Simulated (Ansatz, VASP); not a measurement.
KCdCO3F: VASP beside Ansatz

File INCAR:

```
PREC = Accurate
ENCUT = 520
EDIFF = 1E-6
ISMEAR = 0
SIGMA = 0.01
LREAL = False
LASPH = True
NELM = 60
ALGO = Normal
ISIF = 2
LWAVE = False
LCHARG = True
GGA = PE
LELF = True
LVHAR = True
NBANDS = 34
```

File KPOINTS:

```
Automatic mesh
0
Gamma
  6 6 6
```

POSCAR

```
KCdCO3F
1.0
    5.0807499563      0.0000000000      0.0000000000
   -2.5403749782      4.4000585324      0.0000000000
    0.0000000000      0.0000000000      4.4433581526
K Cd C O F
1 1 1 3 1
Direct
    0.0000000000      0.0000000000      0.0000000000
    0.6666666667      0.3333333333      0.5000000000
    0.3333333333      0.6666666667      0.5000000000
    0.1878722204      0.3757444408      0.5000000000
    0.1878722204      0.8121277796      0.5000000000
    0.6242555592      0.8121277796      0.5000000000
    0.6666666667      0.3333333333      0.0000000000
```

Input for Ansatz:

```yaml
crystal:
  lattice:
    - [5.0807499563, 0.0, 0.0]
    - [-2.5403749782, 4.4000585324, 0.0]
    - [0.0, 0.0, 4.4433581526]
  atoms:
    - { symbol: K, position: [0.0, 0.0, 0.0] }
    - { symbol: Cd, position: [0.6666666667, 0.3333333333, 0.5] }
    - { symbol: C, position: [0.3333333333, 0.6666666667, 0.5] }
    - { symbol: O, position: [0.1878722204, 0.3757444408, 0.5] }
    - { symbol: O, position: [0.1878722204, 0.8121277796, 0.5] }
    - { symbol: O, position: [0.6242555592, 0.8121277796, 0.5] }
    - { symbol: F, position: [0.6666666667, 0.3333333333, 0.0] }
kpoints:
  mp_grid: { grid: [6, 6, 6] }
hamiltonian:
  xc: pbe
scf:
  occupations: { method: fixed }
  n_extra_bands: 5
output:
  forces: true
  stress: true
  eigenvalues: true
```

Alike in both runs: task single point; functional PBE; k mesh 6 × 6 × 6; no spin polarisation.

|  | VASP | Ansatz |
| --- | --- | --- |
| version | VASP 6.6.1 | Ansatz 0.2.0 |
| potentials or method | VASP PAW PBE potentials, release 64 (K_sv, Cd, C, O, F) | plane waves, PAW |
| plane-wave cutoff (eV) | 520 | 420 |
| occupations | gaussian, width 0.01 eV | fixed |
| valence electrons in the cell | 50 | 58 |

VASP gave:

| Item | Value |
| --- | --- |
| gap on the k mesh at the Fermi level (eV) | 1.88 |
| pressure (GPa) | 4.1 |
| traceless stress, the component that is largest in VASP (GPa) | -1.89 |
| rms of the force components (eV/Å) | 0.397 |

Question: Which values does Ansatz return?

Answer: gap on the k mesh at the Fermi level (eV): 1.91; pressure (GPa): 3.2; traceless stress, the component that is largest in VASP (GPa): -1.47; rms of the force components (eV/Å): 0.293.

Atom by atom the forces differ by 0.104 eV/Å (rms over components). VASP's potentials hold 50 valence electrons a cell and Ansatz's 58, so a difference there can come from the potentials and not from the codes.
